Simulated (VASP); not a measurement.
## TiB2: single point with PBE

Crystal: TiB2.

```
Ti B
1.0
     3.10653    0.00000    0.00000
     0.00000    3.10653    0.00000
     0.00000    0.00000    5.40912
Ti B
2 4
Direct
  0.00000 0.50000 0.66435
  0.50000 0.00000 0.33565
  0.00000 0.00000 0.00000
  0.50000 0.50000 0.00000
  0.00000 0.50000 0.19400
  0.50000 0.00000 0.80600
```

* Program: VASP 6.6.1
* Task: single point
* Functional: PBE
* Potentials or basis: VASP PAW PBE potentials, release 64 (Ti_sv, B)
* Cutoff: 500 eV
* k mesh: 5 × 5 × 3
* Occupations: gaussian, width 0.2 eV
* Spin: no spin polarisation
* Dipole correction: no
* Further INCAR settings: ALGO = Normal; EDIFF = 1e-06; NBANDS = 27

```json
{"Pressure": "0.0 GPa", "Largest force": "0.074 eV/Å", "Band gap on the k mesh": "zero (band 18 reaches 10.67 eV, above the bottom of band 19 at 10.15 eV)"}
```

Forces on the atoms (eV/Å):
```
Ti   0.000  0.000 -0.074
Ti   0.000  0.000  0.074
B    0.000  0.000  0.000
B    0.000  0.000  0.000
B    0.000  0.000  0.000
B    0.000  0.000  0.000
```

Stress tensor (GPa, compression positive):
```
-0.10  0.00  0.00
 0.00 -0.10  0.00
 0.00  0.00  0.10
```

Levels at points of the mesh, in eV from the Fermi level:
| k point | band 15 | band 16 | band 17 | band 18 | band 19 | band 20 | band 21 | band 22 |
| --- | --- | --- | --- | --- | --- | --- | --- | --- |
| (0.00, 0.00, 0.00) | -2.41 | -1.59 | -0.31 | -0.31 | 0.56 | 1.43 | 1.43 | 1.45 |

Run time: 8.1 s on 1 thread of Intel(R) Xeon(R) 6975P-C (Granite Rapids), with other jobs on the host, peak memory 0.16 GiB.

Caveat: the k points lie up to 0.40 Å⁻¹ apart.
